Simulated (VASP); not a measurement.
TaN: single point with PBEsol+D4

The system is TaN.

```
Ta N
1.0
     2.92399    0.00000    0.00000
    -1.46199    2.53225    0.00000
     0.00000    0.00000    2.87073
Ta N
1 1
Direct
  0.33333 0.66667 0.50000
  0.00000 0.00000 0.00000
```

```yaml
Program: VASP 6.6.1
Task: single point
Functional: PBEsol
Dispersion: D4
Potentials_or_basis: VASP PAW PBE potentials, release 64 (Ta_pv, N)
Cutoff: 520 eV
k_mesh: 12 × 12 × 12
Occupations: gaussian, width 0.1 eV
Spin: collinear spin, ferromagnetic start
Starting_moments: "[0.2, 0.2] μB"
Dipole_correction: no
Further_INCAR_settings: ALGO = Normal; EDIFF = 1e-07; NBANDS = 19
```

- Pressure: -2.0 GPa
- Band gap on the k mesh: zero (filled and empty bands overlap)
- Net moment: 0.00 μB per cell
- Valence electrons inside the program's atomic spheres: Ta 9.04; N 3.72
- Dispersion energy per atom: -0.181 eV

Levels at points of the mesh, in eV from the Fermi level:
Spin up:
```csv
k point,band 4,band 5,band 6,band 7,band 8,band 9,band 10,band 11,band 12,band 13
"(0.00, 0.00, 0.00)",-17.89,-4.67,-4.67,-4.34,-2.98,2.28,3.61,3.61,4.01,4.01
"(0.50, 0.00, 0.00)",-15.51,-8.44,-5.32,-3.61,-3.24,2.99,4.08,5.24,5.36,7.50
"(0.00, 0.00, 0.50)",-15.12,-9.52,-3.84,-3.84,-0.16,-0.16,2.43,3.30,3.30,8.22
"(0.50, 0.00, 0.50)",-15.85,-7.47,-6.30,-5.82,-0.37,4.21,5.42,6.14,7.17,10.30
```
Spin down:
| k point | band 6 | band 7 | band 8 | band 9 | band 10 | band 11 |
| --- | --- | --- | --- | --- | --- | --- |
| (0.00, 0.00, 0.00) | -4.67 | -4.34 | -2.98 | 2.28 | 3.61 | 3.61 |
| (0.50, 0.00, 0.00) | -5.32 | -3.61 | -3.24 | 2.99 | 4.08 | 5.24 |
| (0.00, 0.00, 0.50) | -3.84 | -3.84 | -0.16 | -0.16 | 2.43 | 3.30 |
| (0.50, 0.00, 0.50) | -6.30 | -5.82 | -0.37 | 4.21 | 5.42 | 6.14 |

It took 44 s on 1 thread of AMD EPYC 9R45 96-Core Processor (Zen 5) (shared host), peak memory 0.18 GiB.

Caveat: the PAW data sets were made with another functional, which shifts forces and pressure a little; spin-orbit coupling is left out, which moves the levels of the heavy elements; pairwise dispersion overbinds metals, which lowers pressure and volume.
